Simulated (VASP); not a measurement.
Set up this calculation in VASP 6.6.1, as the native input.

| Item | Value |
| --- | --- |
| Task | single point |
| Functional | PBE |
| Potentials or basis | VASP PAW PBE potentials, release 64 (Li_sv, C) |
| Cutoff | 520 eV |
| k mesh | 6 × 6 × 4 |
| Occupations | gaussian, width 0.1 eV |
| Spin | no spin polarisation |
| Dipole correction | no |
| Further INCAR settings | ALGO = Normal; EDIFF = 1e-07; NBANDS = 22 |

The structure of Li3C4 lies in POSCAR:

```
Li3C4
1.0
    4.2319689801      0.0000000000      0.0000000000
   -2.1159844901      3.6649926448      0.0000000000
    0.0000000000      0.0000000000      6.0736081758
Li C
3 4
Direct
    0.6666666667      0.3333333333      0.5000000000
    0.3333333333      0.6666666667      0.5000000000
    0.0000000000      0.0000000000      0.5000000000
    0.6666666667      0.3333333333      0.2176976503
    0.6666666667      0.3333333333      0.7823023497
    0.6666666667      0.3333333333      0.0000000000
    0.0000000000      0.0000000000      0.0000000000
```

These files were run (other wordings do the same):

INCAR

```
ALGO = Normal
EDIFF = 1E-7
ENCUT = 520
GGA = PE
ISIF = 2
ISMEAR = 0
LASPH = True
LCHARG = False
LREAL = False
LWAVE = False
NBANDS = 22
NELM = 100
PREC = Accurate
SIGMA = 0.1
```

KPOINTS

```
k-points
0
Gamma
  6 6 4
```

Potentials or basis: VASP PAW PBE potentials, release 64 (Li_sv, C).

The run is started by

```sh
$ cat potpaw_PBE.64/Li_sv/POTCAR potpaw_PBE.64/C/POTCAR > POTCAR
$ mpirun -np 1 vasp_std > vasp.out
```

It gave:

```yaml
Largest_force: 0.049 eV/Å
```

Wall time 28 s on 1 thread of Intel(R) Xeon(R) Platinum 8488C (Sapphire Rapids), with other jobs on the host, peak memory 0.21 GiB.
